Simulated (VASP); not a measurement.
# NaI (Fm-3m) in VASP: further runs, part 2 of 2

VASP 6.6.1.

## Step 4: Single point, PBE0

This run uses another cell than the first one, of 35.93 Å³/atom, 1.039 times its volume.

POSCAR

```
NaI
1.0
    0.0000000000      3.2998749385      3.2998749385
    3.2998749385      0.0000000000      3.2998749385
    3.2998749385      3.2998749385      0.0000000000
I Na
1 1
Direct
    0.5000000000      0.5000000000      0.5000000000
    0.0000000000      0.0000000000      0.0000000000
```

INCAR.step1

```
ALGO = Normal ; EDIFF = 1E-5
ENCUT = 520 ; GGA = PE
ISIF = 2 ; ISMEAR = -1
LASPH = T ; LCHARG = F
LREAL = F ; LWAVE = T
NBANDS = 14 ; NELM = 60
PREC = Accurate ; SIGMA = 0.05
```

INCAR.step2

```
AEXX = 0.25 ; ALGO = Normal
EDIFF = 1E-6 ; ENCUT = 520
GGA = PE ; ISIF = 2
ISMEAR = -1 ; ISTART = 1
LASPH = T ; LCHARG = F
LHFCALC = T ; LREAL = F
LWAVE = F ; NBANDS = 14
NELM = 60 ; PREC = Accurate
PRECFOCK = Normal ; SIGMA = 0.05
```

KPOINTS

```
k-points
0
Gamma
  4 4 4
```

Potentials or basis: VASP PAW PBE potentials, release 64 (I, Na_pv).

Run with:

```sh
$ cat potpaw_PBE.64/I/POTCAR potpaw_PBE.64/Na_pv/POTCAR > POTCAR
$ cp INCAR.step1 INCAR
$ mpirun -np 1 vasp_std > vasp.out
$ cp INCAR.step2 INCAR
$ mpirun -np 1 vasp_std > vasp.out
```

OUTCAR:

```text
AEXX = 0.25
   EDIFF = 1E-6
   ENCUT = 520
   GGA = PE
   ISIF = 2
   ISMEAR = -1
   ISTART = 1
   LASPH = T
   LHFCALC = T
   LREAL = F
   NELM = 60
   PREC = Accurate
   PRECFOCK = Normal

 ion  position               nearest neighbor table
   1  0.500  0.500  0.500-
   2  0.000  0.000  0.000-

  LATTYP: Found a face centered cubic cell.
 ALAT       =     6.5997498770

  Lattice vectors:

 A1 = (   0.0000000000,   3.2998749385,   3.2998749385)
 A2 = (   3.2998749385,   0.0000000000,   3.2998749385)
 A3 = (   3.2998749385,   3.2998749385,   0.0000000000)

Analysis of symmetry for initial positions (statically):
=====================================================================
 Subroutine PRICEL returns:
 Original cell was already a primitive cell.

 Routine SETGRP: Setting up the symmetry group for a
 face centered cubic supercell.

 Subroutine GETGRP returns: Found 48 space group operations
 (whereof 48 operations were pure point group operations)
 out of a pool of 48 trial point group operations.

The static configuration has the point symmetry O_h .

Analysis of symmetry for dynamics (positions and initial velocities):
=====================================================================
 Subroutine PRICEL returns:
 Original cell was already a primitive cell.

 Routine SETGRP: Setting up the symmetry group for a
 face centered cubic supercell.

 Subroutine GETGRP returns: Found 48 space group operations
 (whereof 48 operations were pure point group operations)
 out of a pool of 48 trial point group operations.

The dynamic configuration has the point symmetry O_h .

 Subroutine INISYM returns: Found 48 space group operations
 (whereof 48 operations are pure point group operations),
 and found     1 'primitive' translations

----------------------------------------------------------------------------------------

                                     Primitive cell

  volume of cell :      71.8658

  direct lattice vectors                    reciprocal lattice vectors
     0.000000000  3.299874938  3.299874938    -0.151520894  0.151520894  0.151520894
     3.299874938  0.000000000  3.299874938     0.151520894 -0.151520894  0.151520894
     3.299874938  3.299874938  0.000000000     0.151520894  0.151520894 -0.151520894

  length of vectors
     4.666727892  4.666727892  4.666727892     0.262441886  0.262441886  0.262441886

  position of ions in fractional coordinates (direct lattice)
     0.500000000  0.500000000  0.500000000
     0.000000000  0.000000000  0.000000000

  ion indices of the primitive-cell ions
   primitive index   ion index
                 1           1
                 2           2

----------------------------------------------------------------------------------------

 KPOINTS: k-points

Automatic generation of k-mesh.
 Grid dimensions read from file:
 generate k-points for:    4    4    4

 Generating k-lattice:

  Cartesian coordinates                     Fractional coordinates (reciprocal lattice)
    -0.037880223  0.037880223  0.037880223     0.250000000  0.000000000  0.000000000
     0.037880223 -0.037880223  0.037880223     0.000000000  0.250000000  0.000000000
[... 30 lines left out ...]
   NGXF,Y,Z  is equivalent  to a cutoff of  25.65, 25.65, 25.65 a.u.
 SYSTEM =  unknown system
   PREC   = accura    normal or accurate (medium, high low for compatibility)
   ISTART =      1    job   : 0-new  1-cont  2-samecut
   ICHARG =      0    charge: 1-file 2-atom 10-const
   ISPIN  =      1    spin polarized calculation?
   LNONCOLLINEAR =      F non collinear calculations
   LSORBIT =      F    spin-orbit coupling
   LASPH  =      T    aspherical Exc in radial PAW
   ENCUT  =  520.0 eV  38.22 Ry    6.18 a.u.   8.68  8.68  8.68*2*pi/ulx,y,z
   NELM   =     60;   NELMIN=  2; NELMDL=  0     # of ELM steps
   EDIFF  = 0.1E-05   stopping-criterion for ELM
   LREAL  =      F    real-space projection
   EDIFFG = 0.1E-04   stopping-criterion for IOM
   NSW    =      0    number of steps for IOM
   IBRION =     -1    ionic relax: 0-MD 1-quasi-New 2-CG
   NFREE  =      0    steps in history (QN), initial steepest desc. (CG)
   ISIF   =      2    stress and relaxation
   ISYM   =      3    0-nonsym 1-usesym 2-fastsym
   POTIM  = 0.5000    time-step for ionic-motion
   TEBEG  =    0.0;   TEEND  =   0.0 temperature during run
   PSTRESS=    0.0 pullay stress
   NELECT =      14.0000    total number of electrons
   NUPDOWN=      -1.0000    fix difference up-down
   EMIN   =  10.00;   EMAX   =-10.00  energy-range for DOS
   EFERMI =   0.00;   METHOD = LEGACY
   ISMEAR =    -1;   SIGMA  =   0.05  broadening in eV -4-tet -1-fermi 0-gaus
   EFERMI_NEDOS =   21; number of points for ismear=-14 and -15
   IALGO  =     38    algorithm
   IMIX   =      1    mixing-type and parameters
     AMIX     =   0.40;   BMIX     =  1.00
     AMIX_MAG =   1.60;   BMIX_MAG =  1.00
  volume/ion in A,a.u.               =      35.93       242.49
  Fermi-wavevector in a.u.,A,eV,Ry     =   0.949023  1.793393 12.254012  0.900644
  Thomas-Fermi vector in A             =   2.077267
   LORBIT       =      0    0 simple, 1 ext, 2 COOP (PROOUT), +10 PAW based schemes
   GGA     = PE    functional components
   LHFCALC =     T    Hartree Fock is set to
   PRECFOCK=normal    Normal, Fast or Accurate (Low or Medium for compatibility)
   ENCUT4O =  -1.0   cutoff for four orbital integrals eV
   NKREDX  =     1    reduce k-point grid by
   NKREDY  =     1    reduce k-point grid by
   NKREDZ  =     1    reduce k-point grid by
   AEXX    =    0.2500 exact exchange contribution
   HFSCREEN=    0.0000 screening length (either q_TF or 0.3 A-1)
   HFSCREENC=   0.0000 screening length for correlation (either q_TF or 0.3 A-1)
   ENCUTFOCK=  -1.0 apply spherical cutoff to Coloumb kernel
   IVDW    =     0    specifies the selected vdW correction
   LEPSILON=     F    determine dielectric tensor
   LRPA    =     F    only Hartree local field effects (RPA)
 non-spin polarized calculation
  energy-cutoff  :      520.00
  volume of cell :       71.87
 maximum number of plane-waves:      1964
 NGX is ok and might be reduce to    36
  NGX = 28; NGY = 28; NGZ = 28

 number of electron      14.0000004 magnetization

 Free energy of the ion-electron system (eV)
  ---------------------------------------------------
  ext. energy  EPLUGINS =         0.00000000
  ---------------------------------------------------
  free energy    TOTEN  =        -6.77595911 eV

  energy without entropy =       -6.77595911  energy(sigma->0) =       -6.77595911

 E-fermi :   0.4206     XC(G=0):  -5.9075

 val. band max:       -0.6781911633   @ k =   0.0000   0.0000   0.0000
 cond. band min:       4.5178009550   @ k =   0.0000   0.0000   0.0000
 fundamental gap:      5.1959921183
 Fermi energy:         0.4205845634

 k-point     1 :       0.0000    0.0000    0.0000
  band No.  band energies     occupation
      1     -25.5818      2.00000
      2     -25.5818      2.00000
      3     -25.5818      2.00000
      4     -12.5255      2.00000
      5      -0.6782      2.00000
      6      -0.6782      2.00000
      7      -0.6782      2.00000
      8       4.5178      0.00000
      9       9.0546      0.00000
     10       9.0546      0.00000
     11       9.0546      0.00000
     12      10.9217      0.00000
     13      10.9217      0.00000
     14      11.4840      0.00000
[... 105 lines left out ...]
      1     -25.5840      2.00000
      2     -25.5840      2.00000
      3     -25.5831      2.00000
      4     -12.1405      2.00000
      5      -2.0608      2.00000
      6      -2.0608      2.00000
      7      -1.5711      2.00000
      8       6.8326      0.00000
      9       8.4947      0.00000
     10       8.4947      0.00000
     11       8.9569      0.00000
     12      13.0070      0.00000
     13      13.0070      0.00000
     14      13.7788      0.00000

------------------------ aborting loop because EDIFF is reached ----------------------------------------

  FORCE on cell =-STRESS in cart. coord.  units (eV):
  Direction    XX          YY          ZZ          XY          YZ          ZX
  --------------------------------------------------------------------------------------
  -------------------------------------------------------------------------------------
  Total       -0.3447751     -0.3447751     -0.3447751      0.0000000      0.0000000     -0.0000000
  in kB       -7.6864179     -7.6864179     -7.6864179      0.0000000      0.0000000     -0.0000000
  external PRESSURE =      -7.6864179 kB  Pullay stress =       0.0000000 kB

 VOLUME and BASIS-vectors are now :
 -----------------------------------------------------------------------------
  energy-cutoff  :      520.00
  volume of cell :       71.87
      direct lattice vectors                 reciprocal lattice vectors
     0.000000000  3.299874938  3.299874938    -0.151520894  0.151520894  0.151520894
     3.299874938  0.000000000  3.299874938     0.151520894 -0.151520894  0.151520894
     3.299874938  3.299874938  0.000000000     0.151520894  0.151520894 -0.151520894

 POSITION                                       TOTAL-FORCE (eV/Angst)
 -----------------------------------------------------------------------------------
      3.29987      3.29987      3.29987        -0.000000      0.000000      0.000000
      0.00000      0.00000      0.00000         0.000000     -0.000000     -0.000000
 -----------------------------------------------------------------------------------
    total drift:                                0.000000      0.000000      0.000000

  FREE ENERGIE OF THE ION-ELECTRON SYSTEM (eV)
  ---------------------------------------------------
  free  energy   TOTEN  =        -6.7759591135 eV

  energy  without entropy=       -6.7759591135  energy(sigma->0) =       -6.77595911
```

OUTCAR.step1:

```text
EDIFF = 1E-5
   ENCUT = 520
   GGA = PE
   ISIF = 2
   ISMEAR = -1
[... 338 lines left out ...]
 -----------------------------------------------------------------------------------
      3.29987      3.29987      3.29987         0.000000      0.000000     -0.000000
      0.00000      0.00000      0.00000        -0.000000     -0.000000      0.000000
 -----------------------------------------------------------------------------------
    total drift:                                0.000000      0.000000      0.000000

  FREE ENERGIE OF THE ION-ELECTRON SYSTEM (eV)
  ---------------------------------------------------
  free  energy   TOTEN  =        -5.3800030343 eV

  energy  without entropy=       -5.3800030342  energy(sigma->0) =       -5.38000303
```

Wall time 2.6 min (1 thread of Intel Xeon 6975P-C (Granite Rapids), shared host); peak memory 0.21 GiB.

Results:

- Free energy: -6.7760 eV
- Pressure: -0.8 GPa
- Band gap on the k mesh: 5.20 eV, direct

Levels at points of the mesh, in eV from the valence-band top:
| k point | band 4 | band 5 | band 6 | band 7 | band 8 | band 9 | band 10 | band 11 |
| --- | --- | --- | --- | --- | --- | --- | --- | --- |
| (0.00, 0.00, 0.00) | -11.85 | 0.00 | 0.00 | 0.00 | 5.20 | 9.73 | 9.73 | 9.73 |
| (0.50, 0.00, 0.00) | -11.55 | -2.15 | -0.27 | -0.27 | 6.75 | 9.21 | 9.21 | 10.34 |
| (0.50, 0.50, 0.00) | -11.47 | -1.89 | -0.73 | -0.73 | 6.21 | 7.31 | 11.43 | 12.98 |

Caveat: the PAW data sets were made with another functional, which shifts forces and pressure a little; spin-orbit coupling is left out, which moves the levels of the heavy elements.

## Step 5: Single point, PBE

This run uses another cell than the first one, of 33.90 Å³/atom, 0.980 times its volume.

INCAR

```
SYSTEM = NaI
ALGO = Normal
EDIFF = 1E-7
ENCUT = 520
GGA = PE
ISIF = 2
ISMEAR = 0
LASPH = .True.
LCHARG = .False.
LREAL = .False.
LWAVE = .False.
NBANDS = 14
NELM = 80
PREC = Accurate
SIGMA = 0.1
```

KPOINTS

```
k-points
0
Gamma
  7 7 7
  0 0 0
```

POSCAR

```
NaI
1.0
    0.0000000000      3.2364000000      3.2364000000
    3.2364000000      0.0000000000      3.2364000000
    3.2364000000      3.2364000000      0.0000000000
I Na
1 1
Direct
    0.5000000000      0.5000000000      0.5000000000
    0.0000000000      0.0000000000      0.0000000000
```

Run with:

```sh
$ cat potpaw_PBE.64/I/POTCAR potpaw_PBE.64/Na_pv/POTCAR > POTCAR
$ mpirun -np 1 vasp_std > vasp.out
```

Wall time 33 s (1 thread of Intel Xeon 8259CL, shared host); peak memory 0.21 GiB.

The run converged. Its results:

- Free energy: -5.3851 eV
- Pressure: 0.4 GPa
- Band gap on the k mesh: 3.64 eV, direct

Levels at points of the mesh, in eV from the valence-band top:
```
           k point  band 3  band 4  band 5  band 6  band 7  band 8  band 9  band 10  band 11  band 12
(0.00, 0.00, 0.00)  -22.44  -11.02    0.00    0.00    0.00    3.64    7.93     7.93     7.93     9.75
```

Caveat: spin-orbit coupling is left out, which moves the levels of the heavy elements.

## Step 6: Summary

```tsv
level	cell	k mesh	smearing	grid for exact exchange (PRECFOCK)	gap on the mesh (eV)	pressure (GPa)
PBE0	a = 4.607 Å, angles 60.0°, 2 atoms	4 × 4 × 4	fermi-dirac 0.05 eV	Normal	5.30	-0.2
PBE0	a = 4.637 Å, angles 60.0°, 2 atoms	4 × 4 × 4	fermi-dirac 0.05 eV	Normal	5.25	-0.5
PBE0	a = 4.667 Å, angles 60.0°, 2 atoms	4 × 4 × 4	fermi-dirac 0.05 eV	Normal	5.20	-0.8
PBE	a = 4.577 Å, angles 60.0°, 2 atoms	7 × 7 × 7	gaussian 0.1 eV	-	3.64	0.4
```

Alike in all rows: task single point; potentials or basis VASP PAW PBE potentials, release 64 (I, Na_pv); no spin polarisation; cutoff (eV) 520.

Caveats: spin-orbit coupling is left out, which moves the levels of the heavy elements; the PAW data sets were made with another functional, which shifts forces and pressure a little (some runs).

Absolute energies hang on the potentials; compare differences alone.
